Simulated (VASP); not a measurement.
# GaP4 (Im-3m) in VASP: single point with PBE

Aim: the single point of GaP4 with PBE.

Everything below comes from runs of VASP 6.6.1. Logs are shortened: lines on timing, memory, paths and dates and some standing lists are left out, and cuts for length are marked.

## (1) The cell of the first run

The structure is cubic, space group Im-3m (No. 229). Conventional cell: a = 5.705 Å, b = 5.705 Å, c = 5.705 Å, α = 90.00°, β = 90.00°, γ = 90.00°. Ga (site symmetry m-3m) has 8 P at 2.47 Å within 3.3 Å. Within 3.3 Å of P (site symmetry -3m) lie 2 Ga at 2.47 Å and 6 P at 2.85 Å.

## (2) Single point, PBE

The input, INCAR:

```
  ALGO = Normal
  EDIFF = 1E-7
  ENCUT = 520
  GGA = PE
  ISIF = 2
  ISMEAR = 0
  LASPH = T
  LCHARG = F
  LREAL = F
  LWAVE = F
  NBANDS = 24
  NELM = 80
  PREC = Accurate
  SIGMA = 0.1
```

The input, KPOINTS:

```
k-points
0
Gamma
  10 10 10
```

The input, POSCAR:

```
GaP4
1.0
   -2.8522823239      2.8522823239      2.8522823239
    2.8522823239     -2.8522823239      2.8522823239
    2.8522823239      2.8522823239     -2.8522823239
Ga P
1 4
Direct
    0.0000000000      0.0000000000      0.0000000000
    0.5000000000      0.5000000000      0.5000000000
    0.5000000000      0.0000000000      0.0000000000
    0.0000000000      0.0000000000      0.5000000000
    0.0000000000      0.5000000000      0.0000000000
```

Potentials or basis: VASP PAW PBE potentials, release 64 (Ga_d, P).

On the command line:

```sh
$ cat potpaw_PBE.64/Ga_d/POTCAR potpaw_PBE.64/P/POTCAR > POTCAR
$ mpirun -np 1 vasp_std > vasp.out
```

OUTCAR:

```text
EDIFF = 1E-7
   ENCUT = 520
   GGA = PE
   ISIF = 2
   ISMEAR = 0
   LASPH = T
   LREAL = F
   NELM = 80
   PREC = Accurate

 ion  position               nearest neighbor table
   1  0.000  0.000  0.000-   2 2.47   3 2.47   4 2.47   5 2.47   4 2.47   5 2.47   3 2.47   2 2.47

   2  0.500  0.500  0.500-   1 2.47   1 2.47   4 2.85   5 2.85   3 2.85   5 2.85   4 2.85   3 2.85

   3  0.500  0.000  0.000-   1 2.47   1 2.47   4 2.85   5 2.85   2 2.85   2 2.85   4 2.85   5 2.85

   4  0.000  0.000  0.500-   1 2.47   1 2.47   3 2.85   5 2.85   2 2.85   5 2.85   3 2.85   2 2.85

   5  0.000  0.500  0.000-   1 2.47   1 2.47   3 2.85   4 2.85   2 2.85   4 2.85   2 2.85   3 2.85

  LATTYP: Found a body centered cubic cell.
 ALAT       =     5.7045646478

  Lattice vectors:

 A1 = (  -2.8522823239,   2.8522823239,   2.8522823239)
 A2 = (   2.8522823239,  -2.8522823239,   2.8522823239)
 A3 = (   2.8522823239,   2.8522823239,  -2.8522823239)

Analysis of symmetry for initial positions (statically):
=====================================================================
 Subroutine PRICEL returns:
 Original cell was already a primitive cell.

 Routine SETGRP: Setting up the symmetry group for a
 body centered cubic supercell.

 Subroutine GETGRP returns: Found 48 space group operations
 (whereof 48 operations were pure point group operations)
 out of a pool of 48 trial point group operations.

The static configuration has the point symmetry O_h .

Analysis of symmetry for dynamics (positions and initial velocities):
=====================================================================
 Subroutine PRICEL returns:
 Original cell was already a primitive cell.

 Routine SETGRP: Setting up the symmetry group for a
 body centered cubic supercell.

 Subroutine GETGRP returns: Found 48 space group operations
 (whereof 48 operations were pure point group operations)
 out of a pool of 48 trial point group operations.

The dynamic configuration has the point symmetry O_h .

 Subroutine INISYM returns: Found 48 space group operations
 (whereof 48 operations are pure point group operations),
 and found     1 'primitive' translations

----------------------------------------------------------------------------------------

                                     Primitive cell

  volume of cell :      92.8191

  direct lattice vectors                    reciprocal lattice vectors
[... 89 lines left out ...]
   LSORBIT =      F    spin-orbit coupling
   LASPH  =      T    aspherical Exc in radial PAW
   ENCUT  =  520.0 eV  38.22 Ry    6.18 a.u.   9.19  9.19  9.19*2*pi/ulx,y,z
   NELM   =     80;   NELMIN=  2; NELMDL= -5     # of ELM steps
   EDIFF  = 0.1E-06   stopping-criterion for ELM
   LREAL  =      F    real-space projection
   EDIFFG = 0.1E-05   stopping-criterion for IOM
   NSW    =      0    number of steps for IOM
   IBRION =     -1    ionic relax: 0-MD 1-quasi-New 2-CG
   NFREE  =      0    steps in history (QN), initial steepest desc. (CG)
   ISIF   =      2    stress and relaxation
   ISYM   =      2    0-nonsym 1-usesym 2-fastsym
   POTIM  = 0.5000    time-step for ionic-motion
   TEBEG  =    0.0;   TEEND  =   0.0 temperature during run
   PSTRESS=    0.0 pullay stress
   NELECT =      33.0000    total number of electrons
   NUPDOWN=      -1.0000    fix difference up-down
   EMIN   =  10.00;   EMAX   =-10.00  energy-range for DOS
   EFERMI =   0.00;   METHOD = LEGACY
   ISMEAR =     0;   SIGMA  =   0.10  broadening in eV -4-tet -1-fermi 0-gaus
   EFERMI_NEDOS =   21; number of points for ismear=-14 and -15
   IALGO  =     38    algorithm
   IMIX   =      4    mixing-type and parameters
     AMIX     =   0.40;   BMIX     =  1.00
     AMIX_MAG =   1.60;   BMIX_MAG =  1.00
  volume/ion in A,a.u.               =      18.56       125.27
  Fermi-wavevector in a.u.,A,eV,Ry     =   1.159757  2.191623 18.300327  1.345036
  Thomas-Fermi vector in A             =   2.296346
   LORBIT       =      0    0 simple, 1 ext, 2 COOP (PROOUT), +10 PAW based schemes
   GGA     = PE    functional components
   LHFCALC =     F    Hartree Fock is set to
   AEXX    =    0.0000 exact exchange contribution
   IVDW    =     0    specifies the selected vdW correction
   LEPSILON=     F    determine dielectric tensor
   LRPA    =     F    only Hartree local field effects (RPA)
 non-spin polarized calculation
 Gauss-broadening in eV      SIGMA  =   0.10
  energy-cutoff  :      520.00
  volume of cell :       92.82
 maximum number of plane-waves:      2528
 NGX is ok and might be reduce to    40
   NGX = 19   NGY = 19   NGZ = 19

 number of electron      33.0000003 magnetization

 Free energy of the ion-electron system (eV)
  ---------------------------------------------------
  ext. energy  EPLUGINS =         0.00000000
  ---------------------------------------------------
  free energy    TOTEN  =       -20.90863575 eV

  energy without entropy =      -20.89853851  energy(sigma->0) =      -20.90358713

 E-fermi :   6.1837     XC(G=0): -10.2779

 val. band max:        6.1358095067   @ k =  -0.3000   0.5000   0.1000
 cond. band min:       6.1841144332   @ k =  -0.3000   0.3000   0.3000
 fundamental gap:      0.0483049265
 Fermi energy:         6.1837261475

 k-point     1 :       0.0000    0.0000    0.0000
  band No.  band energies     occupation
      1      -9.1238      2.00000
      2      -9.1238      2.00000
      3      -9.1238      2.00000
      4      -8.9644      2.00000
      5      -8.9644      2.00000
      6      -7.9545      2.00000
[... 637 lines left out ...]
     23      10.5511      0.00000
     24      11.3209      0.00000

 [... further k-points ...]
[... 5 lines left out ...]
  --------------------------------------------------------------------------------------
  -------------------------------------------------------------------------------------
  Total       -0.0080046     -0.0080046     -0.0080046      0.0000000      0.0000000     -0.0000000
  in kB       -0.1381689     -0.1381689     -0.1381689      0.0000000      0.0000000     -0.0000000
  external PRESSURE =      -0.1381689 kB  Pullay stress =       0.0000000 kB

 VOLUME and BASIS-vectors are now :
 -----------------------------------------------------------------------------
  energy-cutoff  :      520.00
  volume of cell :       92.82
      direct lattice vectors                 reciprocal lattice vectors
    -2.852282324  2.852282324  2.852282324     0.000000000  0.175298215  0.175298215
     2.852282324 -2.852282324  2.852282324     0.175298215  0.000000000  0.175298215
     2.852282324  2.852282324 -2.852282324     0.175298215  0.175298215  0.000000000

 POSITION                                       TOTAL-FORCE (eV/Angst)
 -----------------------------------------------------------------------------------
      0.00000      0.00000      0.00000         0.000000     -0.000000     -0.000000
      1.42614      1.42614      1.42614         0.000000      0.000000      0.000000
     -1.42614      1.42614      1.42614        -0.000000     -0.000000     -0.000000
      1.42614      1.42614     -1.42614         0.000000     -0.000000     -0.000000
      1.42614     -1.42614      1.42614        -0.000000      0.000000     -0.000000
 -----------------------------------------------------------------------------------
    total drift:                                0.000000     -0.000000      0.000000

  FREE ENERGIE OF THE ION-ELECTRON SYSTEM (eV)
  ---------------------------------------------------
  free  energy   TOTEN  =       -20.9086357542 eV

  energy  without entropy=      -20.8985385139  energy(sigma->0) =      -20.90358713
```

stdout:

```text
POSCAR found type information on POSCAR GaP
 POSCAR found :  2 types and       5 ions
 scaLAPACK will be used
 LDA part: xc-table for (Slater+PW92), standard interpolation
 POSCAR, INCAR and KPOINTS ok, starting setup
 FFT: planning ... GRIDC
 FFT: planning ... GRID_SOFT
 FFT: planning ... GRID
 WAVECAR not read
 entering main loop
```

Wall time 60 s (1 thread of Intel Xeon 6975P-C (Granite Rapids), shared host); peak memory 0.28 GiB.

Results:

```
Free energy : -20.9086 eV
Pressure    : 0.0 GPa
```
